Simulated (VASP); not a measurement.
SrTiO3, 20 atoms in the cell. The typed cell holds 20 atoms: a = 3.907 Å, b = 7.814 Å, c = 7.814 Å, α = 90.00°, β = 90.00°, γ = 90.00°. 

| Quantity | Value |
| --- | --- |
| Program | VASP 6.6.1 |
| Task | single point |
| Functional | PBE |
| Potentials or basis | VASP PAW PBE potentials, release 64 (Sr_sv, Ti_sv, O) |
| Cutoff | 520 eV |
| k mesh | 4 × 2 × 2 |
| Occupations | fermi-dirac, width 0.19 eV |
| Spin | no spin polarisation |
| Dipole correction | no |
| Further INCAR settings | LREAL = Auto; ALGO = Normal; EDIFF = 1e-06; NBANDS = 96 |

Potentials or basis: VASP PAW PBE potentials, release 64 (Sr_sv, Ti_sv, O).

The run is started by

```sh
$ cat potpaw_PBE.64/Sr_sv/POTCAR potpaw_PBE.64/Ti_sv/POTCAR potpaw_PBE.64/O/POTCAR > POTCAR
$ mpirun -np 1 vasp_std > vasp.out
```

Hardware: 1 thread of AMD EPYC 9R45 96-Core Processor (Zen 5), on a shared host.

**Question.** How long does it take, and how much memory?

**Answer.** It took 5.6 min on 1 thread of AMD EPYC 9R45 96-Core Processor (Zen 5), with other jobs on the host, peak memory 0.38 GiB. Counts: scf iterations 18, k points 12.
